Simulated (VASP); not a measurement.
Runs of VASP 6.6.1 on Bi. The structure is that of space group R-3m (No. 166), or close to it. The cells are those of the table. 

```csv
task,cell,cutoff (eV),gap on the mesh (eV),pressure (GPa),largest force (eV/Å)
electric field gradients,"a = 4.760 Å, angles 57.7°, 2 atoms",520,none,(a),0.01
single point,"a = 4.649 Å, angles 57.2°, 2 atoms",520,none,1.4,0.36
electric field gradients,"a = 4.703 Å, angles 55.9°, 2 atoms",400,none,(b),0.32
single point,"a = 4.714 Å, angles 57.2°, 2 atoms",520,none,-0.8,0.15
single point,"a = 4.775 Å, angles 58.1°, 2 atoms",520,none,-3.5,0.07
electric field gradients,"a = 4.779 Å, angles 56.8°, 2 atoms",520,none,-2.2,-
single point,"a = 4.762 Å, angles 57.2°, 2 atoms",520,none,-2.2,0.02
```

Alike in all rows: level LDA; potentials or basis VASP PAW LDA potentials, release 64 (Bi_d); no spin polarisation; k mesh 11 × 11 × 11; smearing fermi-dirac 0.03 eV.

Q: Fill in the values left out.

A: (a) -2.7; (b) 1.5.

Caveats: spin-orbit coupling is left out, which moves the levels of the heavy elements.

A k mesh can miss the band edges, and the runs leave out spin-orbit coupling on Bi.

A gap of «none» marks levels without a gap at the run's occupations.
